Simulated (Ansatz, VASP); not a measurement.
**Lu3Sc2O: VASP beside Ansatz**

```
Lu Sc O
1.0
     5.08233    0.00000    0.00000
    -2.54116    4.40142    0.00000
     0.00000    0.00000    6.33752
Lu Sc O
3 2 1
Direct
  0.00000 0.00000 0.00000
  0.33333 0.66667 0.50000
  0.33333 0.66667 0.00000
  0.66667 0.33333 0.76995
  0.66667 0.33333 0.23005
  0.00000 0.00000 0.50000
```

Change from the starting cell: species swapped into the Sr2AlGa3 type (P-6m2, No. 187).

Alike in both runs: functional PBE; k mesh 6 × 6 × 4; occupations gaussian, width 0.1 eV; no spin polarisation.

Ansatz relaxed the structure, and its values are those at the end. VASP's run is a single point on that final structure, the one shown.

```csv
,VASP,Ansatz
version,VASP 6.6.1,Ansatz 0.2.0
potentials or method,"VASP PAW PBE potentials, release 64 (Lu, Sc_sv, O), cutoff 520 eV","scalar-relativistic, plane waves, PAW"
valence electrons in the cell,103,103
```

Ansatz gave:

| Item | Value |
| --- | --- |
| gap on the k mesh at the Fermi level (eV) | none |
| pressure (GPa) | 0.0 |
| rms of the force components (eV/Å) | 0.004 |

**Question.** Which values does VASP return?

**Answer.** gap on the k mesh at the Fermi level (eV): none; pressure (GPa): 0.1; rms of the force components (eV/Å): 0.000.

A gap of «none» marks a metal or a gap that the smearing closes.

Spin-orbit coupling is off throughout.
